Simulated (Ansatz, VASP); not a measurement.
**Two plane-wave programs on C**

File INCAR:

```
SYSTEM = C
  PREC = Accurate
  ENCUT = 520
  EDIFF = 1E-6
  ISMEAR = 0
  SIGMA = 0.05
  LREAL = .False.
  LASPH = .True.
  NELM = 60
  ALGO = Normal
  ISIF = 2
  LWAVE = .False.
  LCHARG = .False.
  GGA = PE
  IVDW = 12
  NBANDS = 31
```

File KPOINTS:

```
Automatic mesh
0
Gamma
  7 11 3
  0 0 0
```

POSCAR

```
C
1.0
    0.0000000000      1.4231666446     -3.3613878322
   -2.4649969361      0.0000000000      0.0000000000
    1.8487477021      9.3301153875      2.4040763126
C
10
Direct
    0.3395495482      0.2704416767      0.8939222356
    0.7493735984      0.6515521329      0.0687361772
    0.8969175858      0.3062745188      0.2750326918
    0.0444615733      0.9609969048      0.4813292064
    0.1920055607      0.6157192908      0.6876257210
    0.7981703891      0.2031702531      0.1375603374
   -0.0542856235      0.8578926390      0.3438568521
    0.0932583640      0.5126150250      0.5501533667
    0.2408023514      1.1673374110      0.7564498813
    0.3883463389      0.8220597969      0.9627463959
```

Input for Ansatz:

```yaml
crystal:
  lattice:
    - [0.0, 1.4231666446, -3.3613878322]
    - [-2.4649969361, 0.0, 0.0]
    - [1.8487477021, 9.3301153875, 2.4040763126]
  atoms:
    - { symbol: C, position: [0.3395495482, 0.2704416767, 0.8939222356] }
    - { symbol: C, position: [0.7493735984, 0.6515521329, 0.0687361772] }
    - { symbol: C, position: [0.8969175858, 0.3062745188, 0.2750326918] }
    - { symbol: C, position: [0.0444615733, 0.9609969048, 0.4813292064] }
    - { symbol: C, position: [0.1920055607, 0.6157192908, 0.687625721] }
    - { symbol: C, position: [0.7981703891, 0.2031702531, 0.1375603374] }
    - { symbol: C, position: [-0.0542856235, 0.857892639, 0.3438568521] }
    - { symbol: C, position: [0.093258364, 0.512615025, 0.5501533667] }
    - { symbol: C, position: [0.2408023514, 1.167337411, 0.7564498813] }
    - { symbol: C, position: [0.3883463389, 0.8220597969, 0.9627463959] }
basis:
  ecutwfc: 520.0
kpoints:
  mp_grid: { grid: [7, 11, 3] }
hamiltonian:
  xc: pbe
  dispersion: d3bj
scf:
  occupations: { method: gaussian, width: 0.05 }
output:
  forces: true
  stress: true
  eigenvalues: true
```

Alike in both runs: task single point; functional PBE; dispersion D3(BJ); k mesh 7 × 11 × 3; occupations gaussian, width 0.05 eV; no spin polarisation.

|  | VASP | Ansatz |
| --- | --- | --- |
| version | VASP 6.6.1 | Ansatz 0.2.0 |
| potentials or method | VASP PAW PBE potentials, release 64 (C), cutoff 520 eV | scalar-relativistic, plane waves, PAW |
| valence electrons in the cell | 40 | 40 |

Ansatz gave:

| Item | Value |
| --- | --- |
| gap on the k mesh at the Fermi level (eV) | none |
| pressure (GPa) | -2.0 |
| traceless stress, the component that is largest in VASP (GPa) | -14.70 |
| rms of the force components (eV/Å) | 1.388 |

Task: Estimate VASP's values.

Result: gap on the k mesh at the Fermi level (eV): none; pressure (GPa): -1.5; traceless stress, the component that is largest in VASP (GPa): -14.69; rms of the force components (eV/Å): 1.388.

Atom by atom the forces differ by 0.010 eV/Å (rms over components). A gap of «none» marks a metal or a gap that the smearing closes.
